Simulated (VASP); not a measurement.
# Ni (P6_3/mmc) in VASP: notebook, part 2 of 2

VASP 6.6.1. Earlier steps stand in the parts before.

### 4 Single point, LDA, collinear spin, ferromagnetic start

This run uses another cell than the first one, of 10.57 Å³/atom, 1.042 times its volume.

INCAR

```
  ALGO = Normal
  EDIFF = 1E-6
  ENCUT = 520
  GGA = CA
  ISIF = 2
  ISMEAR = -1
  ISPIN = 2
  LASPH = True
  LCHARG = False
  LMAXMIX = 4
  LORBIT = 11
  LREAL = False
  LWAVE = False
  MAGMOM = 1 1
  NBANDS = 21
  NELM = 150
  PREC = Accurate
  SIGMA = 0.05
```

KPOINTS

```
k-points
0
Gamma
  12 12 7
```

POSCAR

```
Ni
1.0
    2.4480228978      0.0000000000      0.0000000000
   -1.2240114489      2.1200500186      0.0000000000
    0.0000000000      0.0000000000      4.0728075700
Ni
2
Direct
    0.6666666667      0.3333333333      0.7500000000
    0.3333333333      0.6666666667      0.2500000000
```

Potentials or basis: VASP PAW LDA potentials, release 64 (Ni).

Run with:

```sh
cat potpaw_LDA.64/Ni/POTCAR > POTCAR
mpirun -np 1 vasp_std > vasp.out
```

OUTCAR:

```text
EDIFF = 1E-6
   ENCUT = 520
   GGA = CA
   ISIF = 2
   ISMEAR = -1
   ISPIN = 2
   LASPH = True
   LORBIT = 11
   LREAL = False
   NELM = 150
   PREC = Accurate

 ion  position               nearest neighbor table
   1  0.667  0.333  0.750-   2 2.48   2 2.48   2 2.48   2 2.48   2 2.48   2 2.48
   2  0.333  0.667  0.250-   1 2.48   1 2.48   1 2.48   1 2.48   1 2.48   1 2.48

  LATTYP: Found a hexagonal cell.
 ALAT       =     2.4480228978
 C/A-ratio  =     1.6637130207

  Lattice vectors:

[... 1369 lines left out ...]
  external PRESSURE =    -109.7155541 kB  Pullay stress =       0.0000000 kB

 VOLUME and BASIS-vectors are now :
 -----------------------------------------------------------------------------
  energy-cutoff  :      520.00
  volume of cell :       21.14
      direct lattice vectors                 reciprocal lattice vectors
     2.448022898  0.000000000  0.000000000     0.408492911  0.235843492  0.000000000
    -1.224011449  2.120050019  0.000000000     0.000000000  0.471686984  0.000000000
     0.000000000  0.000000000  4.072807570     0.000000000  0.000000000  0.245530873

 POSITION                                       TOTAL-FORCE (eV/Angst)
 -----------------------------------------------------------------------------------
      1.22401      0.70668      3.05461         0.000000      0.000000      0.000000
     -0.00000      1.41337      1.01820        -0.000000     -0.000000      0.000000
 -----------------------------------------------------------------------------------
    total drift:                               -0.000000      0.000000     -0.000000

  FREE ENERGIE OF THE ION-ELECTRON SYSTEM (eV)
  ---------------------------------------------------
  free  energy   TOTEN  =       -13.0810532679 eV

  energy  without entropy=      -13.0440401580  energy(sigma->0) =      -13.06254671

 total charge

# of ion       s       p       d       tot
------------------------------------------
    1        0.510   0.521   8.343   9.374
    2        0.510   0.521   8.343   9.374
--------------------------------------------------
tot          1.021   1.042  16.685  18.749

 magnetization (x)

# of ion       s       p       d       tot
------------------------------------------
    1       -0.004  -0.018   0.608   0.586
    2       -0.004  -0.018   0.608   0.586
--------------------------------------------------
tot         -0.008  -0.036   1.216   1.171
```

OSZICAR:

```text
N       E                     dE             d eps       ncg     rms          rms(c)
DAV:   1     0.947206249435E+02    0.94721E+02   -0.90977E+03  6848   0.141E+03
DAV:   2    -0.950620484438E+01   -0.10423E+03   -0.96236E+02  6504   0.235E+02
DAV:   3    -0.152467736252E+02   -0.57406E+01   -0.55364E+01  7294   0.635E+01
DAV:   4    -0.153157543307E+02   -0.68981E-01   -0.68933E-01  7394   0.654E+00
DAV:   5    -0.153176279212E+02   -0.18736E-02   -0.18735E-02  7375   0.107E+00    0.149E+01
DAV:   6    -0.138050945357E+02    0.15125E+01   -0.75235E+00  7546   0.606E+01    0.888E+00
DAV:   7    -0.131230151101E+02    0.68208E+00   -0.16923E+00  7415   0.249E+01    0.268E+00
DAV:   8    -0.130883842987E+02    0.34631E-01   -0.12311E-02  9322   0.130E+00    0.128E+00
DAV:   9    -0.130828214870E+02    0.55628E-02   -0.68068E-04  9318   0.278E-01    0.406E-01
DAV:  10    -0.130810412984E+02    0.17802E-02   -0.15055E-04 11033   0.222E-01    0.708E-02
DAV:  11    -0.130810786940E+02   -0.37396E-04   -0.26512E-05  7049   0.485E-02    0.358E-02
DAV:  12    -0.130810553765E+02    0.23317E-04   -0.13720E-06  5699   0.217E-02    0.148E-02
DAV:  13    -0.130810532180E+02    0.21584E-05   -0.20405E-06  5794   0.147E-02    0.490E-03
DAV:  14    -0.130810532679E+02   -0.49818E-07   -0.25250E-07  3745   0.497E-03
   1 F= -.13081053E+02 E0= -.13062547E+02  d E =-.370131E-01  mag=     1.1654
```

It took 24 s on 1 thread of Intel Xeon 6975P-C (Granite Rapids), shared host; peak memory 0.15 GiB.

Results:

* Free energy: -13.0811 eV
* Pressure: -11.0 GPa
* Net moment: 1.17 μB per cell
* Site moments: Ni +0.59 μB
* Valence electrons inside the program's atomic spheres: Ni 9.37

Stress tensor (GPa, compression positive):
```
 -9.90   0.00   0.00
  0.00  -9.90   0.00
  0.00   0.00 -13.12
```

Levels at points of the mesh, in eV from the Fermi level:
Spin up:
| k point | band 7 | band 8 | band 9 | band 10 | band 11 | band 12 | band 13 | band 14 | band 15 | band 16 |
| --- | --- | --- | --- | --- | --- | --- | --- | --- | --- | --- |
| (0.00, 0.00, 0.00) | -2.07 | -1.56 | -1.56 | -0.61 | -0.61 | -0.51 | 5.65 | 23.15 | 25.22 | 25.22 |
| (0.50, 0.00, 0.00) | -2.05 | -0.48 | -0.45 | -0.36 | 1.31 | 3.24 | 9.44 | 9.96 | 12.65 | 13.54 |
Spin down:
```tsv
k point	band 8	band 9	band 10	band 11	band 12	band 13
(0.00, 0.00, 0.00)	-0.99	-0.99	-0.48	-0.01	-0.01	6.02
(0.50, 0.00, 0.00)	0.16	0.17	0.29	1.72	3.59	9.60
```

### 5 Overview

```csv
cell,gap on the mesh (eV),pressure (GPa),moment (μB)
"a = 2.415, b = 2.415, c = 4.018 Å, angles 90.0, 90.0, 120.0°, 2 atoms",none,-2.2,1.12
"a = 2.432, b = 2.432, c = 4.045 Å, angles 90.0, 90.0, 120.0°, 2 atoms",none,-6.9,1.14
"a = 2.448, b = 2.448, c = 4.073 Å, angles 90.0, 90.0, 120.0°, 2 atoms",none,-11.0,1.17
```

Alike in all rows: task single point; level LDA; potentials or basis VASP PAW LDA potentials, release 64 (Ni); spin collinear, ferromagnetic start; k mesh 12 × 12 × 7; cutoff (eV) 520; smearing fermi-dirac 0.05 eV.

Absolute energies hang on the potentials; compare differences alone.
